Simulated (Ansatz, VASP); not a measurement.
Two plane-wave programs on Ru

```
Ru
1.0
     2.67630    0.00000    0.00000
    -1.33815    2.31775    0.00000
     0.00000    0.00000    8.74081
Ru
4
Direct
  0.00000 0.00000 0.00000
  0.00000 0.00000 0.50000
  0.33333 0.66667 0.25000
  0.66667 0.33333 0.75000
```

Alike in both runs: task relaxation of cell and atoms; functional LDA; k mesh 13 × 13 × 4; occupations fermi-dirac, width 0.1 eV; no spin polarisation.

|  | VASP | Ansatz |
| --- | --- | --- |
| version | VASP 6.6.1 | Ansatz 0.2.0 |
| potentials or method | VASP PAW LDA potentials, release 64 (Ru_pv), cutoff 600 eV | plane waves (420 eV) with PAW, scalar-relativistic |
| valence electrons in the cell | 56 | 64 |

|  | VASP | Ansatz | Ansatz less VASP |
| --- | --- | --- | --- |
| relaxed volume (Å³/atom) | 13.18 | 13.14 | -0.035 |
| relaxed cell length with the largest relative difference (Å) | 8.562 | 8.554 | -0.0080 |

Ansatz warns that its potentials were made for another functional, while VASP's fit it. LDA's correlation is that of Perdew and Zunger in VASP and of Perdew and Wang (1992) in Ansatz. VASP's potentials hold 56 valence electrons a cell and Ansatz's 64, so a difference there can come from the potentials and not from the codes.
